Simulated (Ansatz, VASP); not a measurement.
# Two plane-wave programs on HfO2

```xyz
6
Lattice="3.5580 0.0000 0.0000 0.0000 3.5580 0.0000 0.0000 0.0000 5.1719" Properties=species:S:1:pos:R:3 pbc="T T T"
Hf    1.7790    1.7790    2.5859
Hf    0.0000    0.0000    0.0000
O     0.0000    1.7790    3.6059
O     1.7790    0.0000    4.1519
O     1.7790    0.0000    1.5660
O     0.0000    1.7790    1.0199
```

Alike in both runs: task electric field gradients; functional PBE; k mesh 5 × 5 × 4; occupations gaussian, width 0.001 eV; no spin polarisation.

|  | VASP | Ansatz |
| --- | --- | --- |
| version | VASP 6.6.1 | Ansatz 0.2.0 |
| potentials or method | VASP PAW PBE potentials, release 64 (Hf_pv, O) | plane-wave PAW, scalar-relativistic |
| plane-wave cutoff (eV) | 520 | 420 |
| valence electrons in the cell | 44 | 76 |

VASP gave:

* gap on the k mesh at the Fermi level (eV): 4.76
* pressure (GPa): 6.5
* traceless stress, the component that is largest in VASP (GPa): -0.53
* rms of the force components (eV/Å): 0.047
* size of Vzz on the site where it differs most (V/Å²): 120.4

**Question.** Which values does Ansatz return?

**Answer.** gap on the k mesh at the Fermi level (eV): 4.77; pressure (GPa): 10.0; traceless stress, the component that is largest in VASP (GPa): -0.61; rms of the force components (eV/Å): 0.066; size of Vzz on the site where it differs most (V/Å²): 147.8.

Atom by atom the forces differ by 0.019 eV/Å (rms over components). With one functional, cell and mesh, what is left measures potentials, basis and numerics. VASP's potentials hold 44 valence electrons a cell and Ansatz's 76, so a difference there can come from the potentials and not from the codes.

Neither program's run includes spin-orbit coupling.
